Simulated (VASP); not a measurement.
Runs of VASP 6.6.1 on Sr. The structure is that of space group P6_3/mmc (No. 194), or close to it. The cells are those of the table. This isn't the form of Sr at room conditions, which is fcc.

```csv
cell,k mesh,gap on the mesh (eV),pressure (GPa)
"a = 4.361, b = 4.361, c = 14.245 Å, angles 90.0, 90.0, 120.0°, 4 atoms",10 × 10 × 3,none,-0.4
"a = 4.247, b = 4.247, c = 13.870 Å, angles 90.0, 90.0, 120.0°, 4 atoms",10 × 10 × 3,none,(a)
"a = 4.470, b = 4.470, c = 14.602 Å, angles 90.0, 90.0, 120.0°, 4 atoms",10 × 10 × 3,none,-1.0
"a = 4.305, b = 4.305, c = 14.060 Å, angles 90.0, 90.0, 120.0°, 4 atoms",9 × 9 × 3,none,0.0
"a = 4.305, b = 4.305, c = 14.060 Å, angles 90.0, 90.0, 120.0°, 4 atoms",11 × 11 × 3,none,0.0
```

Alike in all rows: task single point; level BLYP; potentials or basis VASP PAW PBE potentials, release 64 (Sr_sv); no spin polarisation; cutoff (eV) 520; smearing fermi-dirac 0.1 eV.

Estimate the missing entries.

(a) 0.5.

Caveats: the PAW data sets were made with another functional, which shifts forces and pressure a little.

A k mesh can miss the band edges, and the runs leave out spin-orbit coupling on Sr.

A gap of «none» marks levels without a gap at the run's occupations.
